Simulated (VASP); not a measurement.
# Au in VASP: a series of runs

Au is run at these levels: PBEsol, LDA+U; tasks: single point.

Everything below comes from runs of VASP 6.6.1. Logs are shortened: lines on timing, memory, paths and dates and some standing lists are left out, and cuts for length are marked.

## Step 1: The cell of the first run

It takes space group Immm (No. 71, orthorhombic). Conventional cell: a = 2.820 Å, b = 2.935 Å, c = 4.070 Å, α = 90.00°, β = 90.00°, γ = 90.00°. Within 3.7 Å of Au (site symmetry mmm) lie 12 Au at 2.82 to 2.94 Å.

## Step 2: Single point, PBEsol

INCAR

```
SYSTEM = Au
PREC = Accurate
ENCUT = 520
EDIFF = 1E-6
ISMEAR = -1
SIGMA = 0.05
LREAL = .False.
LASPH = .True.
NELM = 80
ALGO = Normal
ISIF = 2
LWAVE = .False.
LCHARG = .True.
GGA = PS
LELF = .True.
LVHAR = .True.
NBANDS = 12
```

KPOINTS

```
regular mesh
0
Gamma
  11 11 11
  0 0 0
```

POSCAR

```
Au
1.0
    0.0407000000      2.0350000000      2.0350000000
    2.0350000000      0.0407000000      2.0350000000
    2.0757000000      2.0757000000      0.0000000000
Au
1
Direct
    0.0000000000      0.0000000000      0.0000000000
```

Potentials or basis: VASP PAW PBE potentials, release 64 (Au).

Run with:

```sh
$ cat potpaw_PBE.64/Au/POTCAR > POTCAR
$ mpirun -np 1 vasp_std > vasp.out
```

OUTCAR:

```text
SYSTEM = Au
   PREC = Accurate
   ENCUT = 520
   EDIFF = 1E-6
   ISMEAR = -1
   LREAL = .False.
   LASPH = .True.
   NELM = 80
   ISIF = 2
   GGA = PS

 ion  position               nearest neighbor table
   1  0.000  0.000  0.000-

  LATTYP: Found a body centered orthorhombic cell.
 ALAT       =     2.8203661074
 B/A-ratio  =     1.0408163265
 C/A-ratio  =     1.4430750636

  Lattice vectors:

 A1 = (   2.0350000000,   0.0407000000,  -2.0350000000)
 A2 = (  -2.0350000000,  -0.0407000000,  -2.0350000000)
 A3 = (   0.0407000000,   2.0350000000,   2.0350000000)

Analysis of symmetry for initial positions (statically):
=====================================================================
 Subroutine PRICEL returns:
 Original cell was already a primitive cell.

 Routine SETGRP: Setting up the symmetry group for a
 body centered orthorhombic supercell.

 Subroutine GETGRP returns: Found  8 space group operations
 (whereof  8 operations were pure point group operations)
 out of a pool of  8 trial point group operations.

The static configuration has the point symmetry D_2h.

Analysis of symmetry for dynamics (positions and initial velocities):
=====================================================================
 Subroutine PRICEL returns:
 Original cell was already a primitive cell.

 Routine SETGRP: Setting up the symmetry group for a
 body centered orthorhombic supercell.

 Subroutine GETGRP returns: Found  8 space group operations
 (whereof  8 operations were pure point group operations)
 out of a pool of  8 trial point group operations.

The dynamic configuration has the point symmetry D_2h.

 Subroutine INISYM returns: Found  8 space group operations
 (whereof  8 operations are pure point group operations),
 and found     1 'primitive' translations

----------------------------------------------------------------------------------------

                                     Primitive cell

  volume of cell :      16.8480

  direct lattice vectors                    reciprocal lattice vectors
     0.040700000  2.035000000  2.035000000    -0.250714536  0.250714536  0.245700246
     2.035000000  0.040700000  2.035000000     0.250714536 -0.250714536  0.245700246
     2.075700000  2.075700000  0.000000000     0.240882594  0.240882594 -0.245700246

  length of vectors
     2.878212378  2.878212378  2.935483091     0.431374742  0.431374742  0.420020784

  position of ions in fractional coordinates (direct lattice)
     0.000000000  0.000000000  0.000000000

  ion indices of the primitive-cell ions
   primitive index   ion index
                 1           1

----------------------------------------------------------------------------------------

 KPOINTS: regular mesh

Automatic generation of k-mesh.
 Grid dimensions read from file:
 generate k-points for:   11   11   11

 Generating k-lattice:

  Cartesian coordinates                     Fractional coordinates (reciprocal lattice)
    -0.022792231  0.022792231  0.022336386     0.090909091  0.000000000  0.000000000
     0.022792231 -0.022792231  0.022336386     0.000000000  0.090909091  0.000000000
     0.021898418  0.021898418 -0.022336386     0.000000000  0.000000000  0.090909091

  Length of vectors
     0.039215886  0.039215886  0.038183708

  Shift w.r.t. Gamma in fractional coordinates (k-lattice)
     0.000000000  0.000000000  0.000000000

 Subroutine IBZKPT returns following result:
 ===========================================

 Found    216 irreducible k-points:

 Following reciprocal coordinates:
            Coordinates               Weight
  0.000000  0.000000  0.000000      1.000000
  0.090909 -0.000000  0.000000      4.000000
  0.181818  0.000000  0.000000      4.000000
  0.272727  0.000000  0.000000      4.000000
  0.363636  0.000000  0.000000      4.000000
  0.454545  0.000000  0.000000      4.000000
[... 16 lines left out ...]
 -0.272727  0.181818  0.000000      4.000000
 -0.181818  0.181818  0.000000      2.000000
 [... further k-points ...]
   k-points           NKPTS =    216   k-points in BZ     NKDIM =    216   number of bands    NBANDS=     12
   number of dos      NEDOS =    301   number of ions     NIONS =      1
   total plane-waves  NPLWV =  13824
   dimension x,y,z NGX =    24 NGY =   24 NGZ =   24
   dimension x,y,z NGXF=    48 NGYF=   48 NGZF=   48
   ions per type =               1
   NGX,Y,Z   is equivalent  to a cutoff of  13.86, 13.86, 13.59 a.u.
   NGXF,Y,Z  is equivalent  to a cutoff of  27.72, 27.72, 27.18 a.u.
 SYSTEM =  Au
   PREC   = accura    normal or accurate (medium, high low for compatibility)
   ISTART =      0    job   : 0-new  1-cont  2-samecut
   ICHARG =      2    charge: 1-file 2-atom 10-const
   ISPIN  =      1    spin polarized calculation?
   LNONCOLLINEAR =      F non collinear calculations
   LSORBIT =      F    spin-orbit coupling
   LASPH  =      T    aspherical Exc in radial PAW
   ENCUT  =  520.0 eV  38.22 Ry    6.18 a.u.   5.35  5.35  5.46*2*pi/ulx,y,z
   NELM   =     80;   NELMIN=  2; NELMDL= -5     # of ELM steps
   EDIFF  = 0.1E-05   stopping-criterion for ELM
   LREAL  =      F    real-space projection
   EDIFFG = 0.1E-04   stopping-criterion for IOM
   NSW    =      0    number of steps for IOM
   IBRION =     -1    ionic relax: 0-MD 1-quasi-New 2-CG
   NFREE  =      0    steps in history (QN), initial steepest desc. (CG)
   ISIF   =      2    stress and relaxation
   ISYM   =      2    0-nonsym 1-usesym 2-fastsym
   POTIM  = 0.5000    time-step for ionic-motion
   TEBEG  =    0.0;   TEEND  =   0.0 temperature during run
   PSTRESS=    0.0 pullay stress
   NELECT =      11.0000    total number of electrons
   NUPDOWN=      -1.0000    fix difference up-down
   EMIN   =  10.00;   EMAX   =-10.00  energy-range for DOS
[... 5 lines left out ...]
     AMIX     =   0.40;   BMIX     =  1.00
     AMIX_MAG =   1.60;   BMIX_MAG =  1.00
  volume/ion in A,a.u.               =      16.85       113.70
  Fermi-wavevector in a.u.,A,eV,Ry     =   1.420221  2.683828 27.443324  2.017027
  Thomas-Fermi vector in A             =   2.541159
   LORBIT       =      0    0 simple, 1 ext, 2 COOP (PROOUT), +10 PAW based schemes
   GGA     = PS    functional components
   LHFCALC =     F    Hartree Fock is set to
   AEXX    =    0.0000 exact exchange contribution
   IVDW    =     0    specifies the selected vdW correction
   LEPSILON=     F    determine dielectric tensor
   LRPA    =     F    only Hartree local field effects (RPA)
 non-spin polarized calculation
  energy-cutoff  :      520.00
  volume of cell :       16.85
 maximum number of plane-waves:       469
 NGX is ok and might be reduce to    24
   NGX = 11   NGY = 11   NGZ = 11

 number of electron      11.0000001 magnetization

 Free energy of the ion-electron system (eV)
  ---------------------------------------------------
  ext. energy  EPLUGINS =         0.00000000
  ---------------------------------------------------
  free energy    TOTEN  =        -3.92715692 eV

  energy without entropy =       -3.92521259  energy(sigma->0) =       -3.92618475

 E-fermi :   9.4615     XC(G=0): -12.9513

 val. band max:        9.4334991762   @ k =   0.4545  -0.0000   0.2727
 cond. band min:       9.4969185108   @ k =  -0.2727  -0.2727   0.4545
 fundamental gap:      0.0634193346
 Fermi energy:         9.4615216862

 k-point     1 :       0.0000    0.0000    0.0000
  band No.  band energies     occupation
      1      -0.5737      2.00000
      2       4.5430      2.00000
      3       4.6881      2.00000
      4       4.9246      2.00000
      5       6.3004      2.00000
      6       6.3085      2.00000
      7      23.9172      0.00000
      8      27.3727      0.00000
      9      28.0567      0.00000
     10      28.6817      0.00000
     11      32.8978      0.00000
     12      37.1723      0.00000

 k-point     2 :       0.0909   -0.0000    0.0000
  band No.  band energies     occupation
      1      -0.2736      2.00000
      2       4.6467      2.00000
      3       4.6973      2.00000
      4       4.9342      2.00000
      5       6.2406      2.00000
      6       6.2493      2.00000
      7      24.2991      0.00000
      8      26.6964      0.00000
      9      27.7391      0.00000
     10      28.6281      0.00000
     11      33.7698      0.00000
     12      35.7647      0.00000

 k-point     3 :       0.1818    0.0000    0.0000
  band No.  band energies     occupation
      1       0.5529      2.00000
      2       4.5483      2.00000
      3       4.8423      2.00000
      4       5.1496      2.00000
      5       6.1969      2.00000
      6       6.2068      2.00000
      7      23.6614      0.00000
      8      25.0695      0.00000
      9      28.6201      0.00000
     10      29.3796      0.00000
     11      31.6939      0.00000
     12      33.4192      0.00000

 k-point     4 :       0.2727    0.0000    0.0000
  band No.  band energies     occupation
      1       1.5501      2.00000
      2       4.7477      2.00000
      3       4.8380      2.00000
      4       5.1650      2.00000
      5       6.4800      2.00000
      6       6.5475      2.00000
      7      20.2006      0.00000
      8      24.8417      0.00000
      9      28.7740      0.00000
     10      29.4114      0.00000
     11      31.5106      0.00000
     12      32.2231      0.00000

 k-point     5 :       0.3636    0.0000    0.0000
  band No.  band energies     occupation
      1       2.0332      2.00000
      2       4.6585      2.00000
      3       4.9866      2.00000
      4       6.0528      2.00000
      5       7.0075      2.00000
      6       7.1511      2.00000
      7      16.5633      0.00000
      8      23.9049      0.00000
      9      27.3348      0.00000
     10      27.8912      0.00000
     11      33.1274      0.00000
     12      33.1781      0.00000
[... 228 lines left out ...]
      1       2.8441      2.00000
      2       4.3091      2.00000
      3       5.1613      2.00000
      4       5.5236      2.00000
      5       7.4153      2.00000
      6      11.3986      0.00000
      7      12.9471      0.00000
      8      22.3617      0.00000
      9      24.4185      0.00000
     10      24.9167      0.00000
     11      34.4754      0.00000
     12      34.7297      0.00000

 k-point    22 :      -0.3636    0.1818    0.0000
  band No.  band energies     occupation
      1       2.9274      2.00000
      2       4.4292      2.00000
      3       5.1276      2.00000
      4       5.3450      2.00000
      5       6.8944      2.00000
      6      10.3025      0.00000
      7      14.7931      0.00000
      8      21.7941      0.00000
      9      24.9056      0.00000
     10      26.0937      0.00000
     11      32.9058      0.00000
     12      34.5467      0.00000

 k-point    23 :      -0.2727    0.1818    0.0000
  band No.  band energies     occupation
      1       2.9029      2.00000
      2       4.3562      2.00000
      3       4.8230      2.00000
      4       5.2474      2.00000
      5       6.1777      2.00000
      6       8.7935      2.00000
      7      18.1667      0.00000
      8      22.0139      0.00000
      9      25.5728      0.00000
     10      28.5143      0.00000
     11      30.5393      0.00000
     12      34.5742      0.00000

 k-point    24 :      -0.1818    0.1818    0.0000
  band No.  band energies     occupation
      1       2.1537      2.00000
      2       4.1080      2.00000
      3       5.1076      2.00000
      4       5.5001      2.00000
      5       5.5079      2.00000
      6       7.5884      2.00000
      7      21.2231      0.00000
      8      23.2050      0.00000
      9      26.9595      0.00000
     10      28.4738      0.00000
     11      31.1100      0.00000
     12      33.6305      0.00000

 [... further k-points ...]

------------------------ aborting loop because EDIFF is reached ----------------------------------------

  FORCE on cell =-STRESS in cart. coord.  units (eV):
  Direction    XX          YY          ZZ          XY          YZ          ZX
  --------------------------------------------------------------------------------------
  -------------------------------------------------------------------------------------
  Total        0.1926948      0.1926948      0.1342050     -0.2479326      0.0000000      0.0000000
  in kB       18.3244554     18.3244554     12.7623280    -23.5773315      0.0000000      0.0000000
  external PRESSURE =      16.4704130 kB  Pullay stress =       0.0000000 kB

 VOLUME and BASIS-vectors are now :
 -----------------------------------------------------------------------------
  energy-cutoff  :      520.00
  volume of cell :       16.85
      direct lattice vectors                 reciprocal lattice vectors
     0.040700000  2.035000000  2.035000000    -0.250714536  0.250714536  0.245700246
     2.035000000  0.040700000  2.035000000     0.250714536 -0.250714536  0.245700246
     2.075700000  2.075700000  0.000000000     0.240882594  0.240882594 -0.245700246

 POSITION                                       TOTAL-FORCE (eV/Angst)
 -----------------------------------------------------------------------------------
      0.00000      0.00000      0.00000         0.000000      0.000000      0.000000
 -----------------------------------------------------------------------------------
    total drift:                               -0.000000      0.000000      0.000000

  FREE ENERGIE OF THE ION-ELECTRON SYSTEM (eV)
  ---------------------------------------------------
  free  energy   TOTEN  =        -3.9271569152 eV

  energy  without entropy=       -3.9252125894  energy(sigma->0) =       -3.92618475
```

Wall time 38 s (1 thread of Intel Xeon 8259CL, shared host); peak memory 0.17 GiB.

What came out:

| Item | Value |
| --- | --- |
| Free energy | -3.9272 eV |
| Pressure | 1.6 GPa |

Stress tensor (GPa, compression positive):
```
 1.83 -2.36  0.00
-2.36  1.83  0.00
 0.00  0.00  1.28
```

Levels at points of the mesh, in eV from the Fermi level:
| k point | band 3 | band 4 | band 5 | band 6 | band 7 | band 8 | band 9 | band 10 |
| --- | --- | --- | --- | --- | --- | --- | --- | --- |
| (0.00, 0.00, 0.00) | -4.77 | -4.54 | -3.16 | -3.15 | 14.46 | 17.91 | 18.60 | 19.22 |

Caveat: the PAW data sets were made with another functional, which shifts forces and pressure a little; spin-orbit coupling is left out, which moves the levels of the heavy elements.

## Step 3: Single point, LDA+U

INCAR

```
PREC = Accurate ; ENCUT = 520
EDIFF = 1E-7 ; ISMEAR = 1
SIGMA = 0.05 ; LREAL = False
LASPH = True ; NELM = 150
ALGO = Normal ; ISIF = 2
LWAVE = False ; LCHARG = False
LMAXMIX = 4 ; LDAU = True
LDAUTYPE = 2 ; LDAUL = 2
LDAUU = 6.2 ; LDAUJ = 0
LDAUPRINT = 1 ; NBANDS = 12
```

KPOINTS

```
regular mesh
0
Gamma
  11 11 11
```

POSCAR

```
Au
1.0
    2.8779246000      0.0000000000      0.0000000000
    1.4389623000      2.4923558138      0.0000000000
    1.4389623000      0.8307852713      2.3498155961
Au
1
Direct
    0.0000000000      0.0000000000      0.0000000000
```

Potentials or basis: VASP PAW LDA potentials, release 64 (Au).

Run with:

```sh
$ cat potpaw_LDA.64/Au/POTCAR > POTCAR
$ mpirun -np 1 vasp_std > vasp.out
```

OUTCAR:

```text
PREC = Accurate
   ENCUT = 520
   EDIFF = 1E-7
   ISMEAR = 1
   LREAL = False
   LASPH = True
   NELM = 150
   ISIF = 2

 ion  position               nearest neighbor table
   1  0.000  0.000  0.000-

  LATTYP: Found a face centered cubic cell.
 ALAT       =     4.0700000008

  Lattice vectors:

 A1 = (   2.8779246000,   0.0000000000,   0.0000000000)
 A2 = (   1.4389623000,   2.4923558138,   0.0000000000)
 A3 = (   1.4389623000,   0.8307852713,   2.3498155961)

Analysis of symmetry for initial positions (statically):
[... 575 lines left out ...]

 [... further k-points ...]

------------------------ aborting loop because EDIFF is reached ----------------------------------------

  FORCE on cell =-STRESS in cart. coord.  units (eV):
  Direction    XX          YY          ZZ          XY          YZ          ZX
  --------------------------------------------------------------------------------------
  -------------------------------------------------------------------------------------
  Total       -0.8138340     -0.8138340     -0.8138340      0.0000000     -0.0000000      0.0000000
  in kB      -77.3611939    -77.3611939    -77.3611939      0.0000000     -0.0000000      0.0000000
  external PRESSURE =     -77.3611939 kB  Pullay stress =       0.0000000 kB

 VOLUME and BASIS-vectors are now :
 -----------------------------------------------------------------------------
  energy-cutoff  :      520.00
  volume of cell :       16.85
      direct lattice vectors                 reciprocal lattice vectors
     2.877924600  0.000000000  0.000000000     0.347472620 -0.200613411 -0.141855103
     1.438962300  2.492355814  0.000000000     0.000000000  0.401226821 -0.141855103
     1.438962300  0.830785271  2.349815596     0.000000000  0.000000000  0.425565309

 POSITION                                       TOTAL-FORCE (eV/Angst)
 -----------------------------------------------------------------------------------
      0.00000      0.00000      0.00000        -0.000000      0.000000      0.000000
 -----------------------------------------------------------------------------------
    total drift:                                0.000000     -0.000000      0.000000

  FREE ENERGIE OF THE ION-ELECTRON SYSTEM (eV)
  ---------------------------------------------------
  free  energy   TOTEN  =        -1.5782388050 eV

  energy  without entropy=       -1.5782828445  energy(sigma->0) =       -1.57825348
```

OSZICAR:

```text
N       E                     dE             d eps       ncg     rms          rms(c)
DAV:   1     0.557074774871E+02    0.55707E+02   -0.56608E+03  1392   0.823E+02
DAV:   2    -0.844244071420E+00   -0.56552E+02   -0.53172E+02  1600   0.193E+02
DAV:   3    -0.168702905733E+01   -0.84278E+00   -0.84214E+00  1596   0.236E+01
DAV:   4    -0.168960181505E+01   -0.25728E-02   -0.27208E-02  1608   0.152E+00
DAV:   5    -0.168962054806E+01   -0.18733E-04   -0.18732E-04  1676   0.120E-01    0.955E+00
DAV:   6    -0.158937341382E+01    0.10025E+00   -0.23276E-01  1424   0.407E+00    0.547E+00
DAV:   7    -0.157932385503E+01    0.10050E-01   -0.37004E-02  1564   0.158E+00    0.176E+00
DAV:   8    -0.157823481725E+01    0.10890E-02   -0.26342E-03  1500   0.509E-01    0.114E-01
DAV:   9    -0.157823557075E+01   -0.75350E-06   -0.12400E-05  1592   0.338E-02    0.106E-02
DAV:  10    -0.157823876933E+01   -0.31986E-05   -0.33463E-06  1568   0.147E-02    0.345E-03
DAV:  11    -0.157823880502E+01   -0.35696E-07   -0.14996E-07  1064   0.267E-03
   1 F= -.15782388E+01 E0= -.15782535E+01  d E =0.440395E-04
```

It took 3.8 s on 1 thread of Intel Xeon 6975P-C (Granite Rapids), shared host; peak memory 0.13 GiB.

What came out:

- Free energy: -1.5782 eV
- Pressure: -7.7 GPa

Levels at points of the mesh, in eV from the Fermi level:
```csv
k point,band 2,band 3,band 4,band 5,band 6,band 7,band 8,band 9,band 10,band 11
"(0.00, 0.00, 0.00)",-6.25,-6.25,-6.25,-4.79,-4.79,15.02,19.03,19.03,19.03,23.98
```

Eigenvalues of the final occupation matrices:
```tsv
site	spin	trace	eigenvalues
site 1 d	1	4.56	0.91 0.91 0.91 0.92 0.92
site 1 d	2	4.56	0.91 0.91 0.91 0.92 0.92
```

Caveat: spin-orbit coupling is left out, which moves the levels of the heavy elements; U without spin polarisation on a metal has little footing; the U is typed as a test and isn't derived for this compound.
